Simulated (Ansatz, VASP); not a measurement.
# One calculation of ZnS, two programs

```
Zn S
1.0
     0.00000   -2.70465   -2.70465
     0.00000    2.70465   -2.70465
     5.40930    0.00000    0.00000
Zn S
2 2
Direct
  0.42157 0.50000 0.50000
  0.07843 0.00000 0.00000
  0.95023 0.50000 0.25000
  0.54977 0.00000 0.75000
```

Change from the starting cell: mode 4 (88.6 1/cm) frozen in, largest displacement -0.300 Å.

Alike in both runs: task single point; functional PBE; k mesh 8 × 8 × 6; occupations gaussian, width 0.05 eV; no spin polarisation.

|  | VASP | Ansatz |
| --- | --- | --- |
| version | VASP 6.6.1 | Ansatz 0.2.0 |
| potentials or method | VASP PAW PBE potentials, release 64 (Zn, S), cutoff 520 eV | scalar-relativistic, plane waves, PAW |
| valence electrons in the cell | 36 | 36 |

|  | VASP | Ansatz | Ansatz less VASP |
| --- | --- | --- | --- |
| gap on the k mesh at the Fermi level (eV) | 1.88 | 1.87 | -0.010 |
| least direct gap on the mesh (eV) | 1.88 | 1.87 | -0.010 |
| pressure (GPa) | 0.8 | 0.6 | -0.15 |
| traceless stress, the component that is largest in VASP (GPa) | 1.06 | 1.03 | -0.029 |
| rms of the force components (eV/Å) | 0.346 | 0.347 | +0.0015 |

Atom by atom the forces differ by 0.005 eV/Å (rms over components). The functional is the same, so the differences come from potentials, cutoffs and numerics.
